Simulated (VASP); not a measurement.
# H3C11 in VASP: single point with LDA

Aim: the single point of H3C11 with LDA.

Program: VASP 6.6.1. These are calculated values, not measurements. Logs are shortened: lines on timing, memory, paths and dates and some standing lists are left out, and cuts for length are marked.

### 1 The cell of the first run

The cell holds a slab with vacuum, 28 atoms: a = 4.995 Å, b = 2.497 Å, c = 29.288 Å, α = 90.00°, β = 90.00°, γ = 90.00°.

### 2 Single point, LDA

Contents of INCAR:

```
SYSTEM = H3C11
PREC     = Accurate       ! precision mode
ENCUT    = 520            ! plane-wave cutoff, eV
EDIFF    = 1E-6           ! SCF threshold, eV
ISMEAR   = 0              ! smearing method
SIGMA    = 0.05           ! smearing width, eV
LREAL    = Auto         
LASPH    = .TRUE.         ! aspherical terms in the spheres
NELM     = 100            ! most SCF steps
ALGO     = Normal         ! electronic algorithm
ISIF     = 2              ! what is computed and relaxed
LWAVE    = .FALSE.        ! write WAVECAR
LCHARG   = .FALSE.        ! write CHGCAR
LDIPOL   = .TRUE.       
IDIPOL   = 3            
DIPOL    = 0.5 0.5 0.452
NBANDS   = 67             ! bands
```

Contents of KPOINTS:

```
Automatic mesh
0
G
  6 11 1
  0 0 0
```

Contents of POSCAR:

```
H3C11
1.0
    4.9946312217      0.0000000000      0.0000000000
    0.0000000000      2.4973156108      0.0000000000
    0.0000000000      0.0000000000     29.2875800159
H C
6 22
Direct
    0.2500000000      0.1272757853      0.2902254128
    0.2500000000      0.8727242147      0.2902254128
    0.7500000000      0.8727242147      0.2902254128
    0.7500000000      0.1272757853      0.2902254128
    0.9987344032      0.0000000000      0.6464061882
    0.5012655968      0.0000000000      0.6464061882
    0.2500000000      0.5000000000      0.3127003322
    0.7500000000      0.5000000000      0.3127003322
    0.5000000000      0.5000000000      0.3428473911
    0.0000000000      0.5000000000      0.3428473911
    0.5000000000      0.0000000000      0.3729944501
    0.0000000000      0.0000000000      0.3729944501
    0.7500000000      0.0000000000      0.4031415090
    0.2500000000      0.0000000000      0.4031415090
    0.7500000000      0.5000000000      0.4332885680
    0.2500000000      0.5000000000      0.4332885680
    0.0026908733      0.5000000000      0.4634446111
    0.4973091267      0.5000000000      0.4634446111
    0.0029306041      0.0000000000      0.4935865351
    0.4970693959      0.0000000000      0.4935865351
    0.2500000000      0.0000000000      0.5256404887
    0.7500000000      0.0000000000      0.5219464327
    0.2500000000      0.5000000000      0.5570661677
    0.7500000000      0.5000000000      0.5507689949
    0.5176083272      0.5000000000      0.5843970205
   -0.0176083272      0.5000000000      0.5843970205
    0.5891812131      0.0000000000      0.6117957100
    0.9108187869      0.0000000000      0.6117957100
```

Potentials or basis: VASP PAW LDA potentials, release 64 (H, C).

Command:

```sh
> cat potpaw_LDA.64/H/POTCAR potpaw_LDA.64/C/POTCAR > POTCAR
> mpirun -np 1 vasp_std > vasp.out
```

OUTCAR:

```text
SYSTEM = H3C11
   PREC = Accurate
   ENCUT = 520
   EDIFF = 1E-6
   ISMEAR = 0
   LREAL = Auto
   LASPH = .TRUE.
   NELM = 100
   ISIF = 2

 ion  position               nearest neighbor table
   1  0.250  0.127  0.290-   2 0.64   7 1.14
   2  0.250  0.873  0.290-   1 0.64   7 1.14
   3  0.750  0.873  0.290-   4 0.64   8 1.14
   4  0.750  0.127  0.290-   3 0.64   8 1.14
   5  0.999  0.000  0.646-  28 1.10
   6  0.501  0.000  0.646-  27 1.10
   7  0.250  0.500  0.313-   1 1.14   2 1.14   9 1.53  10 1.53
   8  0.750  0.500  0.313-   3 1.14   4 1.14   9 1.53  10 1.53
   9  0.500  0.500  0.343-   7 1.53   8 1.53  11 1.53  11 1.53
  10  0.000  0.500  0.343-   7 1.53   8 1.53  12 1.53  12 1.53
  11  0.500  0.000  0.373-  13 1.53  14 1.53   9 1.53   9 1.53
  12  0.000  0.000  0.373-  13 1.53  14 1.53  10 1.53  10 1.53
[... 14 lines left out ...]
  27  0.589  0.000  0.612-   6 1.10  25 1.53  25 1.53  28 1.61
  28  0.911  0.000  0.612-   5 1.10  26 1.53  26 1.53  27 1.61

  LATTYP: Found a simple orthorhombic cell.
 ALAT       =     2.4973156108
 B/A-ratio  =     2.0000000000
 C/A-ratio  =    11.7276246099

  Lattice vectors:

 A1 = (   0.0000000000,  -2.4973156108,   0.0000000000)
 A2 = (   4.9946312217,   0.0000000000,   0.0000000000)
 A3 = (   0.0000000000,   0.0000000000,  29.2875800159)

Analysis of symmetry for initial positions (statically):
=====================================================================
 Subroutine PRICEL returns:
 Original cell was already a primitive cell.

 Routine SETGRP: Setting up the symmetry group for a
 simple orthorhombic supercell.

 Subroutine GETGRP returns: Found  4 space group operations
 (whereof  2 operations were pure point group operations)
 out of a pool of  8 trial point group operations.

The static configuration has the point symmetry C_1h.
 The point group associated with its full space group is C_2v.

Analysis of symmetry for dynamics (positions and initial velocities):
=====================================================================
 Subroutine PRICEL returns:
 Original cell was already a primitive cell.

 Routine SETGRP: Setting up the symmetry group for a
 simple orthorhombic supercell.

 Subroutine GETGRP returns: Found  4 space group operations
 (whereof  2 operations were pure point group operations)
 out of a pool of  8 trial point group operations.

The dynamic configuration has the point symmetry C_1h.
 The point group associated with its full space group is C_2v.

 Subroutine INISYM returns: Found  4 space group operations
 (whereof  2 operations are pure point group operations),
 and found     1 'primitive' translations

----------------------------------------------------------------------------------------

                                     Primitive cell

  volume of cell :     365.3090

  direct lattice vectors                    reciprocal lattice vectors
     4.994631222  0.000000000  0.000000000     0.200214982  0.000000000  0.000000000
     0.000000000  2.497315611  0.000000000     0.000000000  0.400429964  0.000000000
     0.000000000  0.000000000 29.287580016     0.000000000  0.000000000  0.034144166

  length of vectors
     4.994631222  2.497315611 29.287580016     0.200214982  0.400429964  0.034144166

  position of ions in fractional coordinates (direct lattice)
     0.250000000  0.127275785  0.290225413
     0.250000000  0.872724215  0.290225413
     0.750000000  0.872724215  0.290225413
     0.750000000  0.127275785  0.290225413
     0.998734403  0.000000000  0.646406188
     0.501265597  0.000000000  0.646406188
[... 20 lines left out ...]
     0.589181213  0.000000000  0.611795710
     0.910818787  0.000000000  0.611795710

  ion indices of the primitive-cell ions
   primitive index   ion index
                 1           1
                 2           2
                 3           3
                 4           4
                 5           5
                 6           6
[... 20 lines left out ...]
                27          27
                28          28

----------------------------------------------------------------------------------------

 KPOINTS: Automatic mesh

Automatic generation of k-mesh.
 Grid dimensions read from file:
 generate k-points for:    6   11    1

 Generating k-lattice:

  Cartesian coordinates                     Fractional coordinates (reciprocal lattice)
     0.033369164  0.000000000  0.000000000     0.166666667  0.000000000  0.000000000
     0.000000000  0.036402724  0.000000000     0.000000000  0.090909091  0.000000000
     0.000000000  0.000000000  0.034144166     0.000000000  0.000000000  1.000000000

  Length of vectors
     0.033369164  0.036402724  0.034144166

  Shift w.r.t. Gamma in fractional coordinates (k-lattice)
     0.000000000  0.000000000  0.000000000

 Subroutine IBZKPT returns following result:
 ===========================================

 Found     24 irreducible k-points:

 Following reciprocal coordinates:
            Coordinates               Weight
  0.000000  0.000000  0.000000      1.000000
  0.166667  0.000000  0.000000      2.000000
  0.333333  0.000000  0.000000      2.000000
  0.500000  0.000000  0.000000      1.000000
  0.000000  0.090909  0.000000      2.000000
  0.166667  0.090909  0.000000      4.000000
[... 16 lines left out ...]
  0.333333  0.454545  0.000000      4.000000
  0.500000  0.454545  0.000000      2.000000
   k-points           NKPTS =     24   k-points in BZ     NKDIM =     24   number of bands    NBANDS=     67
   number of dos      NEDOS =    301   number of ions     NIONS =     28
   total plane-waves  NPLWV = 179200
   dimension x,y,z NGX =    40 NGY =   20 NGZ =  224
   dimension x,y,z NGXF=    80 NGYF=   40 NGZF=  448
   ions per type =               6  22
   NGX,Y,Z   is equivalent  to a cutoff of  13.31, 13.31, 12.71 a.u.
   NGXF,Y,Z  is equivalent  to a cutoff of  26.63, 26.63, 25.43 a.u.
 SYSTEM =  H3C11
   PREC   = accura    normal or accurate (medium, high low for compatibility)
   ISTART =      0    job   : 0-new  1-cont  2-samecut
   ICHARG =      2    charge: 1-file 2-atom 10-const
   ISPIN  =      1    spin polarized calculation?
   LNONCOLLINEAR =      F non collinear calculations
   LSORBIT =      F    spin-orbit coupling
   LASPH  =      T    aspherical Exc in radial PAW
   ENCUT  =  520.0 eV  38.22 Ry    6.18 a.u.   9.29  4.64 54.46*2*pi/ulx,y,z
   NELM   =    100;   NELMIN=  2; NELMDL= -5     # of ELM steps
   EDIFF  = 0.1E-05   stopping-criterion for ELM
   LREAL  =      T    real-space projection
   EDIFFG = 0.1E-04   stopping-criterion for IOM
   NSW    =      0    number of steps for IOM
   IBRION =     -1    ionic relax: 0-MD 1-quasi-New 2-CG
   NFREE  =      0    steps in history (QN), initial steepest desc. (CG)
   ISIF   =      2    stress and relaxation
   ISYM   =      2    0-nonsym 1-usesym 2-fastsym
   POTIM  = 0.5000    time-step for ionic-motion
   TEBEG  =    0.0;   TEEND  =   0.0 temperature during run
   PSTRESS=    0.0 pullay stress
   NELECT =      94.0000    total number of electrons
   NUPDOWN=      -1.0000    fix difference up-down
   EMIN   =  10.00;   EMAX   =-10.00  energy-range for DOS
   EFERMI =   0.00;   METHOD = LEGACY
   ISMEAR =     0;   SIGMA  =   0.05  broadening in eV -4-tet -1-fermi 0-gaus
   EFERMI_NEDOS =   21; number of points for ismear=-14 and -15
   IALGO  =     38    algorithm
   IMIX   =      4    mixing-type and parameters
     AMIX     =   0.40;   BMIX     =  1.00
     AMIX_MAG =   1.60;   BMIX_MAG =  1.00
  volume/ion in A,a.u.               =      13.05        88.04
  Fermi-wavevector in a.u.,A,eV,Ry     =   1.041272  1.967718 14.752068  1.084246
  Thomas-Fermi vector in A             =   2.175885
   LORBIT       =      0    0 simple, 1 ext, 2 COOP (PROOUT), +10 PAW based schemes
   GGA     = CA    functional components
   LHFCALC =     F    Hartree Fock is set to
   AEXX    =    0.0000 exact exchange contribution
   IVDW    =     0    specifies the selected vdW correction
   LEPSILON=     F    determine dielectric tensor
   LRPA    =     F    only Hartree local field effects (RPA)
 non-spin polarized calculation
 Gauss-broadening in eV      SIGMA  =   0.05
  energy-cutoff  :      520.00
  volume of cell :      365.31
 maximum number of plane-waves:      9911
 NGX is ok and might be reduce to    40
   NGX = 19   NGY =  9   NGZ =109

 dipolmoment           0.000000      0.000000     -0.033733 electrons x Angstroem

 number of electron      94.0000018 magnetization

 dipolmoment           0.000000      0.000000      0.026291 electrons x Angstroem

 Free energy of the ion-electron system (eV)
  ---------------------------------------------------
  ext. energy  EPLUGINS =         0.00000000
  ---------------------------------------------------
  free energy    TOTEN  =      -235.05906025 eV

  energy without entropy =     -235.05906025  energy(sigma->0) =     -235.05906025

 E-fermi :   2.6908     XC(G=0):  -5.5976

 val. band max:        2.3964661715   @ k =   0.0000   0.0000   0.0000
 cond. band min:       3.7173945784   @ k =   0.0000   0.0000   0.0000
 fundamental gap:      1.3209284069
 Fermi energy:         2.6908199932

 k-point     1 :       0.0000    0.0000    0.0000
  band No.  band energies     occupation
      1     -20.1460      2.00000
      2     -19.4700      2.00000
      3     -18.3610      2.00000
      4     -16.8611      2.00000
      5     -15.5708      2.00000
      6     -15.5533      2.00000
[... 51 lines left out ...]
     58       6.6049      0.00000
     59       6.7647      0.00000

 k-point     2 :       0.1667    0.0000    0.0000
  band No.  band energies     occupation
      1     -20.0192      2.00000
      2     -19.3530      2.00000
      3     -18.2587      2.00000
      4     -16.9173      2.00000
      5     -16.7650      2.00000
      6     -16.1323      2.00000
[... 1353 lines left out ...]
     58       8.9002      0.00000
     59       8.9228      0.00000

 k-point    24 :       0.5000    0.4545    0.0000
  band No.  band energies     occupation
      1     -15.4401      2.00000
      2     -15.1451      2.00000
      3     -14.8482      2.00000
      4     -14.3256      2.00000
      5     -14.0128      2.00000
      6     -13.7643      2.00000
[... 51 lines left out ...]
     58       8.5623      0.00000
     59       8.7579      0.00000
 [bands above 59 left out]

------------------------ aborting loop because EDIFF is reached ----------------------------------------

 vacuum level on the upper side and lower side of the slab       (xc-potential included)         0.077        -0.302

  FORCE on cell =-STRESS in cart. coord.  units (eV):
  Direction    XX          YY          ZZ          XY          YZ          ZX
  --------------------------------------------------------------------------------------
  -------------------------------------------------------------------------------------
  Total       -2.8490175     40.1077310     -2.8767367      0.0000000      0.0000000      0.0000000
  in kB      -12.4952615    175.9050582    -12.6168330      0.0000000      0.0000000      0.0000000
  external PRESSURE =      50.2643212 kB  Pullay stress =       0.0000000 kB

 VOLUME and BASIS-vectors are now :
 -----------------------------------------------------------------------------
  energy-cutoff  :      520.00
  volume of cell :      365.31
      direct lattice vectors                 reciprocal lattice vectors
     4.994631222  0.000000000  0.000000000     0.200214982  0.000000000  0.000000000
     0.000000000  2.497315611  0.000000000     0.000000000  0.400429964  0.000000000
     0.000000000  0.000000000 29.287580016     0.000000000  0.000000000  0.034144166

 POSITION                                       TOTAL-FORCE (eV/Angst)
 -----------------------------------------------------------------------------------
      1.24866      0.31785      8.50000         0.000000     14.547544      0.542262
      1.24866      2.17947      8.50000         0.000000    -14.547544      0.542262
      3.74597      2.17947      8.50000         0.000000    -14.547572      0.541662
      3.74597      0.31785      8.50000         0.000000     14.547572      0.541662
      4.98831      0.00000     18.93167         0.016520      0.000000      0.042025
      2.50364      0.00000     18.93167        -0.016520      0.000000      0.042025
[... 20 lines left out ...]
      2.94274      0.00000     17.91802        -0.005407      0.000000      0.021570
      4.54920      0.00000     17.91802         0.005407      0.000000      0.021570
 -----------------------------------------------------------------------------------
    total drift:                                0.000000      0.000000      0.036127

  FREE ENERGIE OF THE ION-ELECTRON SYSTEM (eV)
  ---------------------------------------------------
  free  energy   TOTEN  =      -235.0590602452 eV

  energy  without entropy=     -235.0590602452  energy(sigma->0) =     -235.05906025

 vacuum level on the upper side and lower side of the slab         4.795         4.411
```

Run time: 12 min. Hardware: 1 thread of Intel Xeon 6975P-C (Granite Rapids), shared host; peak memory 0.54 GiB.

Results:

* Free energy: -235.0591 eV
* Largest force: 14.558 eV/Å
* Band gap on the k mesh: 1.32 eV

Forces in eV/Å, atoms in the order of the input:
```
H     0.000  14.548   0.542
H     0.000 -14.548   0.542
H     0.000 -14.548   0.542
H     0.000  14.548   0.542
H     0.017   0.000   0.042
H    -0.017   0.000   0.042
C     0.000   0.000   0.300
C     0.000   0.000   0.293
C     0.009   0.000  -1.543
C    -0.009   0.000  -1.543
C    -0.019   0.000   0.118
C     0.019   0.000   0.118
C     0.000   0.000   0.030
C     0.000   0.000  -0.075
C     0.000   0.000   0.259
C     0.000   0.000  -0.252
C     0.000   0.000  -0.001
C     0.000   0.000  -0.001
C     0.012   0.000   0.004
C    -0.012   0.000   0.004
C     0.000   0.000   0.010
C     0.000   0.000  -0.001
C     0.000   0.000   0.013
C     0.000   0.000  -0.040
C    -0.037   0.000   0.007
C     0.037   0.000   0.007
C    -0.005   0.000   0.022
C     0.005   0.000   0.022
```

Levels at points of the mesh, in eV from the valence-band top:
```
           k point  band 45  band 46  band 47  band 48  band 49  band 50
(0.00, 0.00, 0.00)    -1.69    -0.37     0.00     1.32     1.56     2.40
(0.50, 0.00, 0.00)    -2.11    -0.15    -0.15     2.33     2.33     2.67
```
